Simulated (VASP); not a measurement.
# Cd (P6_3/mmc) in VASP: a series of runs, part 2 of 2

VASP 6.6.1. Earlier steps stand in the parts before.

## Step 3: Relaxation of cell and atoms, PBEsol

INCAR

```
SYSTEM = Cd
ALGO = Fast
EDIFF = 1E-7
EDIFFG = -0.01
ENCUT = 600
GGA = PS
IBRION = 2
ISIF = 3
ISMEAR = 0
LASPH = .TRUE.
LCHARG = .FALSE.
LREAL = .FALSE.
LWAVE = .FALSE.
NELM = 60
NSW = 80
PREC = Accurate
SIGMA = 0.1
```

KPOINTS

```
k-points
0
G
  18 18 8
  0 0 0
```

POSCAR

```
Cd
1.0
    2.9532434216      0.0000000000      0.0000000000
   -1.4766217108      2.5575838267      0.0000000000
    0.0000000000      0.0000000000      5.5660248857
Cd
2
Direct
    0.3333333333      0.6666666667      0.2500000000
    0.6666666667      0.3333333333      0.7500000000
```

Potentials or basis: VASP PAW PBE potentials, release 64 (Cd).

Started as:

```console
$ cat potpaw_PBE.64/Cd/POTCAR > POTCAR
$ mpirun -np 1 vasp_std > vasp.out
```

OUTCAR:

```text
SYSTEM = Cd
   EDIFF = 1E-7
   EDIFFG = -0.01
   ENCUT = 600
   GGA = PS
   IBRION = 2
   ISIF = 3
   ISMEAR = 0
   LASPH = .TRUE.
   LREAL = .FALSE.
   NELM = 60
   NSW = 80
   PREC = Accurate

 ion  position               nearest neighbor table
   1  0.333  0.667  0.250-   2 3.26   2 3.26   2 3.26   2 3.26   2 3.26   2 3.26
   2  0.667  0.333  0.750-   1 3.26   1 3.26   1 3.26   1 3.26   1 3.26   1 3.26

  LATTYP: Found a hexagonal cell.
 ALAT       =     2.9532434216
 C/A-ratio  =     1.8847159178

  Lattice vectors:

 A1 = (   2.9532434216,   0.0000000000,   0.0000000000)
 A2 = (  -1.4766217108,   2.5575838267,   0.0000000000)
 A3 = (   0.0000000000,   0.0000000000,   5.5660248857)

Analysis of symmetry for initial positions (statically):
=====================================================================
 Subroutine PRICEL returns:
 Original cell was already a primitive cell.

 Routine SETGRP: Setting up the symmetry group for a
 hexagonal supercell.

 Subroutine GETGRP returns: Found 24 space group operations
 (whereof 12 operations were pure point group operations)
 out of a pool of 24 trial point group operations.

The static configuration has the point symmetry D_3d.
 The point group associated with its full space group is D_6h.

Analysis of symmetry for dynamics (positions and initial velocities):
=====================================================================
 Subroutine PRICEL returns:
 Original cell was already a primitive cell.

 Routine SETGRP: Setting up the symmetry group for a
 hexagonal supercell.

 Subroutine GETGRP returns: Found 24 space group operations
 (whereof 12 operations were pure point group operations)
 out of a pool of 24 trial point group operations.
[... 170 lines left out ...]
     2.953243422  0.000000000  0.000000000     0.338610760  0.195497014  0.000000000
    -1.476621711  2.557583827  0.000000000     0.000000000  0.390994027  0.000000000
     0.000000000  0.000000000  5.566024886     0.000000000  0.000000000  0.179661432

 POSITION                                       TOTAL-FORCE (eV/Angst)
 -----------------------------------------------------------------------------------
     -0.00000      1.70506      1.39151        -0.000000      0.000000      0.000000
      1.47662      0.85253      4.17452         0.000000     -0.000000      0.000000
 -----------------------------------------------------------------------------------
    total drift:                               -0.000000      0.000000      0.000000

  FREE ENERGIE OF THE ION-ELECTRON SYSTEM (eV)
  ---------------------------------------------------
  free  energy   TOTEN  =        -2.4009852788 eV

  energy  without entropy=       -2.3985062062  energy(sigma->0) =       -2.39974574

--------------------------------------- Ionic step        2  -------------------------------------------

 number of electron      24.0000009 magnetization

 Free energy of the ion-electron system (eV)
  ---------------------------------------------------
  ext. energy  EPLUGINS =         0.00000000
  ---------------------------------------------------
  free energy    TOTEN  =        -2.40106517 eV

  energy without entropy =       -2.39854438  energy(sigma->0) =       -2.39980478

 E-fermi :   3.0605     XC(G=0): -11.3307

 val. band max:        3.0600537548   @ k =   0.3333   0.3333   0.1250
 cond. band min:       3.0696771606   @ k =   0.3333   0.1111   0.0000
 fundamental gap:      0.0096234059
 Fermi energy:         3.0604734849

 k-point     1 :       0.0000    0.0000    0.0000
  band No.  band energies     occupation
      1      -6.9881      2.00000
      2      -6.7091      2.00000
      3      -6.3021      2.00000
      4      -6.3021      2.00000
      5      -6.2475      2.00000
      6      -6.2475      2.00000
[... 433 lines left out ...]
      3      -6.6957      2.00000
      4      -6.2186      2.00000
      5      -6.0739      2.00000
      6      -5.9668      2.00000
[... 8 lines left out ...]
     15       7.4557      0.00000
     16       9.0967      0.00000

 [... further k-points ...]
[... 5 lines left out ...]
  --------------------------------------------------------------------------------------
  -------------------------------------------------------------------------------------
  Total       -0.0045055     -0.0045055      0.0185714      0.0000000      0.0000000      0.0000000
  in kB       -0.1710097     -0.1710097      0.7048858      0.0000000      0.0000000      0.0000000
  external PRESSURE =       0.1209555 kB  Pullay stress =       0.0000000 kB

 VOLUME and BASIS-vectors are now :
 -----------------------------------------------------------------------------
  energy-cutoff  :      600.00
  volume of cell :       42.21
      direct lattice vectors                 reciprocal lattice vectors
     2.957244519  0.000000000  0.000000000     0.338152626  0.195232510  0.000000000
    -1.478622259  2.561048878  0.000000000    -0.000000000  0.390465019  0.000000000
     0.000000000 -0.000000000  5.573538248     0.000000000  0.000000000  0.179419241

 POSITION                                       TOTAL-FORCE (eV/Angst)
 -----------------------------------------------------------------------------------
     -0.00000      1.70737      1.39338        -0.000000      0.000000      0.000000
      1.47862      0.85368      4.18015         0.000000     -0.000000     -0.000000
 -----------------------------------------------------------------------------------
    total drift:                               -0.000000      0.000000      0.000000

  FREE ENERGIE OF THE ION-ELECTRON SYSTEM (eV)
  ---------------------------------------------------
  free  energy   TOTEN  =        -2.4010651707 eV

  energy  without entropy=       -2.3985443808  energy(sigma->0) =       -2.39980478

 reached required accuracy - stopping structural energy minimisation
```

Wall time 58 s (1 thread of Intel Xeon 6975P-C (Granite Rapids), shared host); peak memory 0.24 GiB.

Results:

| Property | Result |
| --- | --- |
| Free energy | -2.4011 eV |
| Relaxed volume | 21.11 Å³/atom |
| Relaxed cell | a = 2.957 Å, b = 2.957 Å, c = 5.574 Å, α = 90.00°, β = 90.00°, γ = 120.00° |
| Space group after relaxing (to 0.1 Å) | P6_3/mmc (No. 194) |
| Energy gained by relaxing | 0.0 meV/atom |
| Ionic steps | 2 |
| Pressure after relaxing | 0.0 GPa |
| Band gap on the k mesh | zero (bands 12 and 13 overlap by 4.55 eV) |

Stress tensor (GPa, compression positive):
```
-0.02  0.00  0.00
 0.00 -0.02  0.00
 0.00  0.00  0.07
```

Final structure:
```
Cd
1.0
     2.95724    0.00000    0.00000
    -1.47862    2.56105    0.00000
     0.00000    0.00000    5.57354
Cd
2
Direct
  0.33333 0.66667 0.25000
  0.66667 0.33333 0.75000
```

Levels at points of the mesh, in eV from the Fermi level:
```
           k point  band 10  band 11  band 12  band 13  band 14  band 15
(0.00, 0.00, 0.00)    -8.54    -8.54    -3.28    -3.12    10.58    14.44
(0.50, 0.00, 0.00)    -8.24    -2.54    -1.98     1.90     2.92     3.18
(0.00, 0.00, 0.50)    -8.65    -7.62    -7.62     3.66     3.66    14.77
(0.50, 0.00, 0.50)    -8.25    -1.74    -1.74     0.02     0.02     8.08
```

Caveat: the PAW data sets were made with another functional, which shifts forces and pressure a little.
